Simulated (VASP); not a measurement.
# NbSi (Pm-3m) in VASP: a series of runs

Aim: see how the results for NbSi move with the level of theory and the settings. Levels: HSE06, PBEsol-based global hybrid with 25 % exact exchange, PBE-based screened hybrid with 25 % exact exchange. Tasks: single point.

All numbers are computed with VASP 6.6.1; they aren't measurements. Logs are shortened: lines on timing, memory, paths and dates and some standing lists are left out, and cuts for length are marked.

**1. The cell of the first run**

Symmetry: Pm-3m, No. 221, cubic system. The conventional cell has a = 3.156 Å, b = 3.156 Å, c = 3.156 Å, α = 90.00°, β = 90.00°, γ = 90.00°. Within 3.6 Å of Nb (site symmetry m-3m) lie 8 Si at 2.73 Å and 6 Nb at 3.16 Å. Within 3.6 Å of Si (site symmetry m-3m) lie 8 Nb at 2.73 Å and 6 Si at 3.16 Å.

**2. Single point, HSE06, non-collinear spin, zero start, spin-orbit coupling**

File POSCAR:

```
NbSi
1.0
    3.1564400000      0.0000000000      0.0000000000
    0.0000000000      3.1564400000      0.0000000000
    0.0000000000      0.0000000000      3.1564400000
Nb Si
1 1
Direct
    0.0000000000      0.0000000000      0.0000000000
    0.5000000000      0.5000000000      0.5000000000
```

File INCAR.step1:

```
ALGO = Normal ; EDIFF = 1E-5
ENCUT = 520 ; GGA = PE
GGA_COMPAT = F ; ISIF = 2
ISMEAR = -1 ; LASPH = T
LCHARG = F ; LMAXMIX = 4
LORBIT = 11 ; LORBMOM = T
LREAL = F ; LSORBIT = T
LWAVE = T ; MAGMOM = 0 0 0 0 0 0
NBANDS = 29 ; NELM = 150
PREC = Accurate ; SIGMA = 0.05
```

File INCAR.step2:

```
ALGO = Normal ; EDIFF = 1E-7
ENCUT = 520 ; GGA = PE
GGA_COMPAT = F ; HFSCREEN = 0.2079
ISIF = 2 ; ISMEAR = -1
ISTART = 1 ; LASPH = T
LCHARG = F ; LHFCALC = T
LMAXMIX = 4 ; LORBIT = 11
LORBMOM = T ; LREAL = F
LSORBIT = T ; LWAVE = F
MAGMOM = 0 0 0 0 0 0 ; NBANDS = 29
NELM = 150 ; PREC = Accurate
PRECFOCK = Normal ; SIGMA = 0.05
```

File KPOINTS:

```
k-points
0
Gamma
  4 4 4
```

Potentials or basis: VASP PAW PBE potentials, release 64 (Nb_sv, Si).

Started as:

```bash
cat potpaw_PBE.64/Nb_sv/POTCAR potpaw_PBE.64/Si/POTCAR > POTCAR
cp INCAR.step1 INCAR
mpirun -np 1 vasp_ncl > vasp.out
cp INCAR.step2 INCAR
mpirun -np 1 vasp_ncl > vasp.out
```

OUTCAR:

```text
EDIFF = 1E-7
   ENCUT = 520
   GGA = PE
   HFSCREEN = 0.2079
   ISIF = 2
   ISMEAR = -1
   ISTART = 1
   LASPH = T
   LHFCALC = T
   LORBIT = 11
   LREAL = F
   LSORBIT = T
   NELM = 150
   PREC = Accurate
   PRECFOCK = Normal

 ion  position               nearest neighbor table
   1  0.000  0.000  0.000-   2 2.73   2 2.73   2 2.73   2 2.73   2 2.73   2 2.73   2 2.73   2 2.73

   2  0.500  0.500  0.500-   1 2.73   1 2.73   1 2.73   1 2.73   1 2.73   1 2.73   1 2.73   1 2.73

  LATTYP: Found a simple cubic cell.
 ALAT       =     3.1564400000

  Lattice vectors:

 A1 = (   3.1564400000,   0.0000000000,   0.0000000000)
 A2 = (   0.0000000000,   3.1564400000,   0.0000000000)
 A3 = (   0.0000000000,   0.0000000000,   3.1564400000)

Analysis of symmetry for initial positions (statically):
=====================================================================
 Subroutine PRICEL returns:
 Original cell was already a primitive cell.

 Routine SETGRP: Setting up the symmetry group for a
 simple cubic supercell.

 Subroutine GETGRP returns: Found 48 space group operations
 (whereof 48 operations were pure point group operations)
 out of a pool of 48 trial point group operations.

The static configuration has the point symmetry O_h .

Analysis of symmetry for dynamics (positions and initial velocities):
=====================================================================
 Subroutine PRICEL returns:
 Original cell was already a primitive cell.

 Routine SETGRP: Setting up the symmetry group for a
 simple cubic supercell.

 Subroutine GETGRP returns: Found 48 space group operations
 (whereof 48 operations were pure point group operations)
 out of a pool of 48 trial point group operations.

The dynamic configuration has the point symmetry O_h .

Analysis of structural, dynamic, and magnetic symmetry:
=====================================================================
 Subroutine PRICEL returns:
 Original cell was already a primitive cell.

 Routine SETGRP: Setting up the symmetry group for a
 simple cubic supercell.

 Subroutine GETGRP returns: Found 48 space group operations
 (whereof 48 operations were pure point group operations)
 out of a pool of 48 trial point group operations.

The overall configuration has the point symmetry O_h .

[... 490 lines left out ...]
      0.00000      0.00000      0.00000         0.000000      0.000000      0.000000
      1.57822      1.57822      1.57822         0.000000      0.000000      0.000000
 -----------------------------------------------------------------------------------
    total drift:                                0.000106      0.000130      0.000103

  FREE ENERGIE OF THE ION-ELECTRON SYSTEM (eV)
  ---------------------------------------------------
  free  energy   TOTEN  =       -18.3323901960 eV

  energy  without entropy=      -18.3234862377  energy(sigma->0) =      -18.32793822

 orbital moment (x)

 # of ion     p       d       tot
 ----------------------------------------
  1         0.000   0.003   0.003
  2         0.001   0.000   0.001
 ----------------------------------------
            0.001   0.003   0.003

 orbital moment (y)

 # of ion     p       d       tot
 ----------------------------------------
  1         0.000   0.010   0.010
  2         0.001   0.000   0.001
 ----------------------------------------
            0.001   0.010   0.011

 orbital moment (z)

 # of ion     p       d       tot
 ----------------------------------------
  1         0.001   0.033   0.034
  2         0.001   0.000   0.001
 ----------------------------------------
            0.002   0.033   0.035

 Spin-Orbit-Coupling matrix elements

 Ion:    1  E_soc:     -0.2004612
 l=   1
     0.0000000    -0.0278749    -0.0278355
    -0.0278749     0.0000000    -0.0278685
    -0.0278355    -0.0278685     0.0000000
 l=   2
     0.0000000    -0.0004978     0.0000000    -0.0005029    -0.0049614
    -0.0004978     0.0000000    -0.0038066    -0.0005441    -0.0012698
     0.0000000    -0.0038066     0.0000000    -0.0038052     0.0000000
    -0.0005029    -0.0005441    -0.0038052     0.0000000    -0.0012637
    -0.0049614    -0.0012698     0.0000000    -0.0012637     0.0000000
 l=   3
     0.0000000     0.0000000     0.0000000     0.0000000     0.0000000     0.0000000     0.0000000
     0.0000000     0.0000000     0.0000000     0.0000000     0.0000000     0.0000000     0.0000000
     0.0000000     0.0000000     0.0000000     0.0000000     0.0000000     0.0000000     0.0000000
     0.0000000     0.0000000     0.0000000     0.0000000     0.0000000     0.0000000     0.0000000
     0.0000000     0.0000000     0.0000000     0.0000000     0.0000000     0.0000000     0.0000000
     0.0000000     0.0000000     0.0000000     0.0000000     0.0000000     0.0000000     0.0000000
     0.0000000     0.0000000     0.0000000     0.0000000     0.0000000     0.0000000     0.0000000

 Ion:    2  E_soc:     -0.0010379
 l=   1
     0.0000000    -0.0001730    -0.0001732
    -0.0001730     0.0000000    -0.0001727
    -0.0001732    -0.0001727     0.0000000
 l=   2
     0.0000000     0.0000000     0.0000000     0.0000000     0.0000000
     0.0000000     0.0000000     0.0000000     0.0000000     0.0000000
     0.0000000     0.0000000     0.0000000     0.0000000     0.0000000
     0.0000000     0.0000000     0.0000000     0.0000000     0.0000000
     0.0000000     0.0000000     0.0000000     0.0000000     0.0000000
 l=   3
     0.0000000     0.0000000     0.0000000     0.0000000     0.0000000     0.0000000     0.0000000
     0.0000000     0.0000000     0.0000000     0.0000000     0.0000000     0.0000000     0.0000000
     0.0000000     0.0000000     0.0000000     0.0000000     0.0000000     0.0000000     0.0000000
     0.0000000     0.0000000     0.0000000     0.0000000     0.0000000     0.0000000     0.0000000
     0.0000000     0.0000000     0.0000000     0.0000000     0.0000000     0.0000000     0.0000000
     0.0000000     0.0000000     0.0000000     0.0000000     0.0000000     0.0000000     0.0000000
     0.0000000     0.0000000     0.0000000     0.0000000     0.0000000     0.0000000     0.0000000

 total charge

# of ion       s       p       d       tot
------------------------------------------
    1        2.164   6.002   2.527  10.694
    2        0.797   0.881   0.000   1.679
--------------------------------------------------
tot          2.962   6.884   2.527  12.373

 magnetization (x)

# of ion       s       p       d       tot
------------------------------------------
    1        0.000   0.000  -0.000  -0.000
    2        0.000   0.000   0.000   0.000
--------------------------------------------------
tot          0.000   0.000  -0.000  -0.000

 magnetization (y)

# of ion       s       p       d       tot
------------------------------------------
    1       -0.000  -0.000  -0.000  -0.000
    2       -0.000  -0.000   0.000  -0.000
--------------------------------------------------
tot         -0.000  -0.000  -0.000  -0.000

 magnetization (z)

# of ion       s       p       d       tot
------------------------------------------
    1       -0.000   0.000   0.000   0.000
    2        0.000   0.000   0.000   0.000
--------------------------------------------------
tot          0.000   0.000   0.000   0.000
```

OUTCAR.step1:

```text
EDIFF = 1E-5
   ENCUT = 520
   GGA = PE
   ISIF = 2
   ISMEAR = -1
   LASPH = T
   LORBIT = 11
   LREAL = F
[... 640 lines left out ...]
tot          0.000  -0.000  -0.000  -0.000

 magnetization (y)

# of ion       s       p       d       tot
------------------------------------------
    1        0.000  -0.000  -0.000  -0.000
    2        0.000   0.000   0.000   0.000
--------------------------------------------------
tot          0.000   0.000  -0.000  -0.000

 magnetization (z)

# of ion       s       p       d       tot
------------------------------------------
    1        0.000  -0.000   0.000   0.000
    2       -0.000   0.000   0.000   0.000
--------------------------------------------------
tot         -0.000   0.000   0.000   0.000
```

Run time: 1.8 h. Hardware: 1 thread of Intel Xeon Platinum 8259CL at 2.50GHz (Skylake/Cascade Lake), shared host; peak memory 0.31 GiB.

Results:

- Free energy: -18.3324 eV
- Pressure: -2.0 GPa
- Net moment: 0.50 μB per cell
- Valence electrons inside the program's atomic spheres: Nb 10.69; Si 1.68

Moments on the atoms (μB; x, y, z):
```
Nb  0.00 0.00 0.00
Si  0.00 0.00 0.00
```

Caveat: the k points lie up to 0.50 Å⁻¹ apart; the PAW data sets were made with another functional, which shifts forces and pressure a little.

**3. Single point, PBEsol-based global hybrid with 25 % exact exchange**

This run uses another cell than the first one, of 15.35 Å³/atom.

File POSCAR:

```
NbSi
1.0
    3.1310748606      0.0000000000      0.0000000000
    0.0000000000      3.1310748606      0.0000000000
    0.0000000000      0.0000000000      3.1310748606
Nb Si
1 1
Direct
    0.0000000000      0.0000000000      0.0000000000
    0.5000000000      0.5000000000      0.5000000000
```

File INCAR.step1:

```
ALGO = Normal
EDIFF = 1E-5
ENCUT = 520
GGA = PE
ISIF = 2
ISMEAR = -1
LASPH = True
LCHARG = False
LREAL = False
LWAVE = True
NBANDS = 16
NELM = 100
PREC = Accurate
SIGMA = 0.05
```

File INCAR.step2:

```
AEXX = 0.25
ALGO = Normal
EDIFF = 1E-7
ENCUT = 520
GGA = PS
ISIF = 2
ISMEAR = -1
ISTART = 1
LASPH = True
LCHARG = False
LHFCALC = True
LREAL = False
LWAVE = False
NBANDS = 16
NELM = 100
PREC = Accurate
PRECFOCK = Normal
SIGMA = 0.05
```

KPOINTS is that of step 2.

Potentials or basis: VASP PAW PBE potentials, release 64 (Nb_sv, Si).

Started as:

```bash
cat potpaw_PBE.64/Nb_sv/POTCAR potpaw_PBE.64/Si/POTCAR > POTCAR
cp INCAR.step1 INCAR
mpirun -np 1 vasp_std > vasp.out
cp INCAR.step2 INCAR
mpirun -np 1 vasp_std > vasp.out
```

Run time: 5.4 min. Hardware: 1 thread of Intel Xeon Platinum 8259CL at 2.50GHz (Skylake/Cascade Lake), shared host; peak memory 0.14 GiB.

It converged, with:

* Free energy: -20.6659 eV
* Pressure: -0.6 GPa
* Band gap on the k mesh: zero (an odd number of electrons rules out a gap without spin polarisation)

Levels at points of the mesh, in eV from the Fermi level:
| k point | band 4 | band 5 | band 6 | band 7 | band 8 | band 9 | band 10 | band 11 | band 12 | band 13 |
| --- | --- | --- | --- | --- | --- | --- | --- | --- | --- | --- |
| (0.00, 0.00, 0.00) | -33.37 | -13.17 | -3.71 | -3.71 | 3.15 | 3.15 | 3.15 | 3.16 | 3.16 | 3.16 |
| (0.50, 0.00, 0.00) | -33.31 | -9.57 | -7.84 | -2.44 | -1.71 | -1.71 | 3.87 | 5.39 | 6.20 | 10.46 |
| (0.50, 0.50, 0.00) | -33.27 | -9.67 | -3.87 | -3.87 | -3.15 | 0.96 | 0.96 | 5.33 | 5.72 | 5.93 |
| (0.50, 0.50, 0.50) | -33.75 | -6.39 | -6.39 | -6.39 | -4.73 | 4.64 | 4.64 | 4.64 | 5.41 | 5.41 |

Caveat: the k points lie up to 0.50 Å⁻¹ apart, too coarse for converged energies and pressures of a metal; the PAW data sets were made with another functional, which shifts forces and pressure a little.

**4. Single point, PBE-based screened hybrid with 25 % exact exchange**

File POSCAR:

```
NbSi
1.0
    3.1564400000      0.0000000000      0.0000000000
    0.0000000000      3.1564400000      0.0000000000
    0.0000000000      0.0000000000      3.1564400000
Nb Si
1 1
Direct
    0.0000000000      0.0000000000      0.0000000000
    0.5000000000      0.5000000000      0.5000000000
```

File INCAR.step1:

```
SYSTEM = NbSi
PREC = Accurate
ENCUT = 520
EDIFF = 1E-5
ISMEAR = -1
SIGMA = 0.05
LREAL = .FALSE.
LASPH = .TRUE.
NELM = 100
ALGO = Normal
ISIF = 2
LWAVE = .TRUE.
LCHARG = .FALSE.
NBANDS = 16
GGA = PE
```

File INCAR.step2:

```
SYSTEM = NbSi
PREC = Accurate
ENCUT = 520
EDIFF = 1E-6
ISMEAR = -1
SIGMA = 0.05
LREAL = .FALSE.
LASPH = .TRUE.
NELM = 100
ALGO = Normal
ISIF = 2
LWAVE = .FALSE.
LCHARG = .FALSE.
GGA = PE
LHFCALC = .TRUE.
AEXX = 0.25
HFSCREEN = 0.1
PRECFOCK = Normal
NBANDS = 16
ISTART = 1
```

File KPOINTS:

```
Automatic mesh
0
G
  4 4 4
  0 0 0
```

Started as:

```bash
cat potpaw_PBE.64/Nb_sv/POTCAR potpaw_PBE.64/Si/POTCAR > POTCAR
cp INCAR.step1 INCAR
mpirun -np 1 vasp_std > vasp.out
cp INCAR.step2 INCAR
mpirun -np 1 vasp_std > vasp.out
```

Wall time 4.7 min (1 thread of Intel Xeon Platinum 8259CL at 2.50GHz (Skylake/Cascade Lake), shared host); peak memory 0.24 GiB.

It converged, with:

| Item | Value |
| --- | --- |
| Free energy | -19.0423 eV |
| Pressure | -2.2 GPa |
| Band gap on the k mesh | zero (an odd number of electrons rules out a gap without spin polarisation) |

Levels at points of the mesh, in eV from the Fermi level:
| k point | band 5 | band 6 | band 7 | band 8 | band 9 | band 10 | band 11 | band 12 |
| --- | --- | --- | --- | --- | --- | --- | --- | --- |
| (0.00, 0.00, 0.00) | -12.84 | -3.39 | -3.39 | 2.84 | 2.84 | 2.84 | 2.89 | 2.89 |
| (0.50, 0.00, 0.00) | -9.36 | -7.52 | -2.17 | -1.47 | -1.47 | 3.58 | 5.01 | 6.02 |
| (0.50, 0.50, 0.00) | -9.36 | -3.66 | -3.66 | -2.88 | 0.77 | 0.77 | 4.95 | 5.39 |
| (0.50, 0.50, 0.50) | -6.04 | -6.04 | -6.04 | -4.62 | 4.33 | 4.33 | 4.33 | 5.02 |

Caveat: the k points lie up to 0.50 Å⁻¹ apart, too coarse for converged energies and pressures of a metal; the PAW data sets were made with another functional, which shifts forces and pressure a little.

**5. Single point, PBE-based screened hybrid with 25 % exact exchange**

POSCAR is that of step 4.

File INCAR.step1:

```
SYSTEM = NbSi
ALGO     = Normal         ! electronic algorithm
EDIFF    = 1E-5           ! SCF threshold, eV
ENCUT    = 520            ! plane-wave cutoff, eV
GGA      = PE             ! functional
ISIF     = 2              ! what is computed and relaxed
ISMEAR   = -1             ! smearing method
LASPH    = .TRUE.         ! aspherical terms in the spheres
LREAL    = .FALSE.        ! projectors in reciprocal space
LWAVE    = .TRUE.         ! write WAVECAR
NBANDS   = 16             ! bands
NELM     = 100            ! most SCF steps
PREC     = Accurate       ! precision mode
SIGMA    = 0.05           ! smearing width, eV
```

File INCAR.step2:

```
SYSTEM = NbSi
AEXX     = 0.25           ! exact-exchange fraction
ALGO     = Normal         ! electronic algorithm
EDIFF    = 1E-6           ! SCF threshold, eV
ENCUT    = 520            ! plane-wave cutoff, eV
GGA      = PE             ! functional
HFSCREEN = 0.15           ! screening, 1/A
ISIF     = 2              ! what is computed and relaxed
ISMEAR   = -1             ! smearing method
ISTART   = 1            
LASPH    = .TRUE.         ! aspherical terms in the spheres
LCHARG   = .TRUE.         ! write CHGCAR
LELF     = .TRUE.         ! ELF
LHFCALC  = .TRUE.         ! exact exchange
LREAL    = .FALSE.        ! projectors in reciprocal space
LVHAR    = .TRUE.       
LWAVE    = .FALSE.        ! write WAVECAR
NBANDS   = 16             ! bands
NELM     = 100            ! most SCF steps
PREC     = Accurate       ! precision mode
PRECFOCK = Normal       
SIGMA    = 0.05           ! smearing width, eV
```

File KPOINTS:

```
k-points
0
G
  4 4 4
  0 0 0
```

Started as:

```bash
cat potpaw_PBE.64/Nb_sv/POTCAR potpaw_PBE.64/Si/POTCAR > POTCAR
cp INCAR.step1 INCAR
mpirun -np 1 vasp_std > vasp.out
cp INCAR.step2 INCAR
mpirun -np 1 vasp_std > vasp.out
```

Wall time 5.2 min (1 thread of Intel Xeon Platinum 8259CL at 2.50GHz (Skylake/Cascade Lake), shared host); peak memory 0.24 GiB.

Results (log left out):

| Item | Value |
| --- | --- |
| Free energy | -18.6173 eV |
| Pressure | -2.0 GPa |
| Band gap on the k mesh | zero (an odd number of electrons rules out a gap without spin polarisation) |

Levels at points of the mesh, in eV from the Fermi level:
| k point | band 5 | band 6 | band 7 | band 8 | band 9 | band 10 | band 11 | band 12 |
| --- | --- | --- | --- | --- | --- | --- | --- | --- |
| (0.00, 0.00, 0.00) | -12.74 | -3.30 | -3.30 | 2.75 | 2.75 | 2.75 | 2.80 | 2.80 |
| (0.50, 0.00, 0.00) | -9.27 | -7.43 | -2.08 | -1.38 | -1.38 | 3.47 | 4.90 | 5.92 |
| (0.50, 0.50, 0.00) | -9.27 | -3.58 | -3.58 | -2.79 | 0.68 | 0.68 | 4.84 | 5.29 |
| (0.50, 0.50, 0.50) | -5.94 | -5.94 | -5.94 | -4.53 | 4.23 | 4.23 | 4.23 | 4.92 |

Caveat: the k points lie up to 0.50 Å⁻¹ apart, too coarse for converged energies and pressures of a metal; the PAW data sets were made with another functional, which shifts forces and pressure a little.

**6. Single point, PBE-based screened hybrid with 25 % exact exchange**

POSCAR is that of step 5.

File INCAR.step1:

```
SYSTEM = NbSi
ALGO = Normal ; EDIFF = 1E-5
ENCUT = 520 ; GGA = PE
ISIF = 2 ; ISMEAR = -1
LASPH = .TRUE. ; LCHARG = .FALSE.
LREAL = .FALSE. ; LWAVE = .TRUE.
NBANDS = 16 ; NELM = 60
PREC = Accurate ; SIGMA = 0.05
```

File INCAR.step2:

```
SYSTEM = NbSi
AEXX = 0.25 ; ALGO = Normal
EDIFF = 1E-6 ; ENCUT = 520
GGA = PE ; HFSCREEN = 0.2
ISIF = 2 ; ISMEAR = -1
ISTART = 1 ; LASPH = .TRUE.
LCHARG = .FALSE. ; LHFCALC = .TRUE.
LREAL = .FALSE. ; LWAVE = .FALSE.
NBANDS = 16 ; NELM = 60
PREC = Accurate ; PRECFOCK = Normal
SIGMA = 0.05
```

KPOINTS is that of step 5.

Potentials or basis: VASP PAW PBE potentials, release 64 (Nb_sv, Si).

Started as:

```bash
cat potpaw_PBE.64/Nb_sv/POTCAR potpaw_PBE.64/Si/POTCAR > POTCAR
cp INCAR.step1 INCAR
mpirun -np 1 vasp_std > vasp.out
cp INCAR.step2 INCAR
mpirun -np 1 vasp_std > vasp.out
```

Run time: 5.1 min. Hardware: 1 thread of Intel Xeon Platinum 8259CL at 2.50GHz (Skylake/Cascade Lake), shared host; peak memory 0.25 GiB.

Results (log left out):

```
Free energy            : -18.2540 eV
Pressure               : -1.7 GPa
Band gap on the k mesh : zero (an odd number of electrons rules out a gap without spin polarisation)
```

Levels at points of the mesh, in eV from the Fermi level:
| k point | band 4 | band 5 | band 6 | band 7 | band 8 | band 9 | band 10 | band 11 | band 12 | band 13 |
| --- | --- | --- | --- | --- | --- | --- | --- | --- | --- | --- |
| (0.00, 0.00, 0.00) | -33.09 | -12.65 | -3.23 | -3.23 | 2.68 | 2.68 | 2.68 | 2.74 | 2.74 | 2.74 |
| (0.50, 0.00, 0.00) | -33.04 | -9.19 | -7.33 | -2.00 | -1.30 | -1.30 | 3.38 | 4.80 | 5.83 | 9.79 |
| (0.50, 0.50, 0.00) | -33.00 | -9.18 | -3.51 | -3.51 | -2.71 | 0.61 | 0.61 | 4.74 | 5.20 | 5.29 |
| (0.50, 0.50, 0.50) | -33.44 | -5.86 | -5.86 | -5.86 | -4.46 | 4.15 | 4.15 | 4.15 | 4.83 | 4.83 |

Caveat: the k points lie up to 0.50 Å⁻¹ apart, too coarse for converged energies and pressures of a metal; the PAW data sets were made with another functional, which shifts forces and pressure a little.

**7. The runs side by side**

| level | spin | cell | screening parameter | gap on the mesh (eV) | pressure (GPa) |
| --- | --- | --- | --- | --- | --- |
| HSE06 | non-collinear, zero start, SOC | a = 3.156 Å, 2 atoms | 0.2079 1/Å | - | -2.0 |
| PBEsol-based global hybrid with 25 % exact exchange | off | a = 3.131 Å, 2 atoms | - | none | -0.6 |
| PBE-based screened hybrid with 25 % exact exchange | off | a = 3.156 Å, 2 atoms | 0.1 1/Å | none | -2.2 |
| PBE-based screened hybrid with 25 % exact exchange | off | a = 3.156 Å, 2 atoms | 0.15 1/Å | none | -2.0 |
| PBE-based screened hybrid with 25 % exact exchange | off | a = 3.156 Å, 2 atoms | 0.2 1/Å | none | -1.7 |

Alike in all rows: task single point; potentials or basis VASP PAW PBE potentials, release 64 (Nb_sv, Si); k mesh 4 × 4 × 4; cutoff (eV) 520; smearing fermi-dirac 0.05 eV.

Caveats: all runs use coarse meshes; the PAW data sets were made with another functional, which shifts forces and pressure a little.

Absolute energies hang on the potentials; compare differences alone.
